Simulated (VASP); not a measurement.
Input of a VASP 6.6.1 run:

The input POSCAR:

```
Ta
1.0
   -1.6401972500      1.6401972500      1.6401972500
    1.6401972500     -1.6401972500      1.6401972500
    1.6401972500      1.6401972500     -1.6401972500
Ta
1
Direct
    0.0000000000      0.0000000000      0.0000000000
```

The input INCAR.step1:

```
PREC     = Accurate       # precision mode
ENCUT    = 520            # plane-wave cutoff, eV
ISMEAR   = -1             # smearing method
SIGMA    = 0.05           # smearing width, eV
LREAL    = False          # projectors in reciprocal space
LASPH    = True           # aspherical terms in the spheres
NELM     = 60             # most SCF steps
NBANDS   = 12             # bands
GGA      = PE             # functional
ALGO     = Normal         # electronic algorithm
EDIFF    = 1E-4           # SCF threshold, eV
LWAVE    = True           # write WAVECAR
LCHARG   = False          # write CHGCAR
```

Contents of INCAR.step2:

```
PREC     = Accurate       # precision mode
ENCUT    = 520            # plane-wave cutoff, eV
EDIFF    = 1E-7           # SCF threshold, eV
ISMEAR   = -1             # smearing method
SIGMA    = 0.05           # smearing width, eV
LREAL    = False          # projectors in reciprocal space
LASPH    = True           # aspherical terms in the spheres
NELM     = 60             # most SCF steps
ALGO     = Normal         # electronic algorithm
ISIF     = 2              # what is computed and relaxed
LWAVE    = False          # write WAVECAR
LCHARG   = False          # write CHGCAR
METAGGA  = R2SCAN         # meta-GGA
LMIXTAU  = True         
NBANDS   = 12             # bands
ISTART   = 1
```

The input KPOINTS:

```
Automatic mesh
0
Gamma
  11 11 11
```

Potentials or basis: VASP PAW PBE potentials, release 64 (Ta_pv).

Command:

```sh
$ cat potpaw_PBE.64/Ta_pv/POTCAR > POTCAR
$ cp INCAR.step1 INCAR
$ mpirun -np 1 vasp_std > vasp.out
$ cp INCAR.step2 INCAR
$ mpirun -np 1 vasp_std > vasp.out
```

Problem. Estimate the pressure.

Solution. 4.9 GPa.

Caveat: the PAW data sets were made with another functional, which shifts forces and pressure a little.
